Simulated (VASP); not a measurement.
AlAs: single point with r2SCAN

The system is AlAs.

```
Al As
1.0
     0.00000    2.83892    2.83892
     2.83892    0.00000    2.83892
     2.83892    2.83892    0.00000
Al As
1 1
Cartesian
  0.0000 0.0000 0.0000
  1.4195 1.4195 1.4195
```

- Program: VASP 6.6.1
- Task: single point
- Functional: r2SCAN
- Potentials or basis: VASP PAW PBE potentials, release 64 (Al, As)
- Cutoff: 550 eV
- k mesh: 6 × 6 × 6
- Occupations: gaussian, width 0.01 eV
- Spin: no spin polarisation
- Dipole correction: no
- Further INCAR settings: ALGO = Normal; EDIFF = 1e-06; NBANDS = 11

```yaml
Pressure: 0.0 GPa
Band_gap_on_the_k_mesh: 1.80 eV, indirect (least direct gap 2.63 eV)
```

Levels at points of the mesh, in eV from the valence-band top:
| k point | band 2 | band 3 | band 4 | band 5 | band 6 | band 7 |
| --- | --- | --- | --- | --- | --- | --- |
| (0.00, 0.00, 0.00) | 0.00 | 0.00 | 0.00 | 2.63 | 4.69 | 4.69 |
| (0.50, 0.00, 0.00) | -5.66 | -0.84 | -0.84 | 2.61 | 5.09 | 5.09 |
| (0.50, 0.50, 0.00) | -5.51 | -2.22 | -2.22 | 1.80 | 2.68 | 11.11 |

Run time: 39 s on 1 thread of Intel(R) Xeon(R) Platinum 8488C (Sapphire Rapids), with other jobs on the host, peak memory 0.18 GiB.

Caveat: the PAW data sets were made with another functional, which shifts forces and pressure a little. r2SCAN opens gaps a little over a GGA but as a rule still falls short of measured ones.
